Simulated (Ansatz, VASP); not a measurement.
# One calculation of NaCl, two programs

File INCAR:

```
SYSTEM = NaCl
ALGO     = Normal         ! electronic algorithm
EDIFF    = 1E-7           ! SCF threshold, eV
ENCUT    = 520            ! plane-wave cutoff, eV
GGA      = PS             ! functional
ISIF     = 2              ! what is computed and relaxed
ISMEAR   = -1             ! smearing method
LASPH    = .True.         ! aspherical terms in the spheres
LCHARG   = .True.         ! write CHGCAR
LELF     = .True.         ! ELF
LREAL    = .False.        ! projectors in reciprocal space
LVHAR    = .True.       
LWAVE    = .False.        ! write WAVECAR
NBANDS   = 14             ! bands
NELM     = 100            ! most SCF steps
PREC     = Accurate       ! precision mode
SIGMA    = 0.02           ! smearing width, eV
```

KPOINTS

```
k-points
0
Gamma
  8 8 8
  0 0 0
```

File POSCAR:

```
NaCl
1.0
    2.8600000000      0.0286000000      0.0286000000
    0.0286000000      2.8600000000      0.0286000000
    0.0286000000      0.0286000000      2.8600000000
Na Cl
1 1
Direct
    0.0000000000      0.0000000000      0.0000000000
    0.5000000000      0.5000000000      0.5000000000
```

Input for Ansatz:

```yaml
crystal:
  lattice:
    - [2.86, 0.0286, 0.0286]
    - [0.0286, 2.86, 0.0286]
    - [0.0286, 0.0286, 2.86]
  atoms:
    - { symbol: Na, position: [0.0, 0.0, 0.0] }
    - { symbol: Cl, position: [0.5, 0.5, 0.5] }
kpoints:
  mp_grid: { grid: [8, 8, 8] }
  band_path:
    path:
      - [0.0, 0.0, 0.0]
      - [0.5, 0.5, 0.5]
      - [0.5193194925, 0.4806805075, 0.5]
      - [0.5, -0.4806805075, 0.4806805075]
      - [0.5, 0.0, 0.0]
      - [0.0, 0.0, 0.0]
      - [0.4903402537, -0.4903402537, 0.0]
      - [0.5096597463, 0.0, 0.4903402537]
      - [0.5, 0.0, 0.5]
    npoints: 5
scf:
  occupations: { method: fermi_dirac, width: 0.02 }
hamiltonian:
  xc: pbesol
  pseudopotentials: { kind: all_electron, lapw: { basis_error: 0.00025 } }
output:
  forces: true
  stress: true
  eigenvalues: true
```

Change from the starting cell: equal xy, yz and zx shear strains of +2 %.

Alike in both runs: task single point; functional PBEsol; k mesh 8 × 8 × 8; occupations fermi-dirac, width 0.02 eV; no spin polarisation.

```csv
,VASP,Ansatz
version,VASP 6.6.1,Ansatz 0.2.0
potentials or method,"VASP PAW PBE potentials, release 64 (Na_pv, Cl), cutoff 520 eV","all-electron LAPW, scalar-relativistic"
```

```csv
,VASP,Ansatz,Ansatz less VASP
gap on the k mesh at the Fermi level (eV),4.21,4.16,-0.052
pressure (GPa),60.3,59.6,-0.62
"traceless stress, the component that is largest in VASP (GPa)",-1.26,-1.23,+0.039
```

VASP's potentials were made for PBE, not for PBEsol. Both programs put the cell under a high pressure, so it lies far from rest at this level. Ansatz ran all-electron here, and VASP with PAW potentials.

Noted on VASP's run: the cell as given lies far from equilibrium.
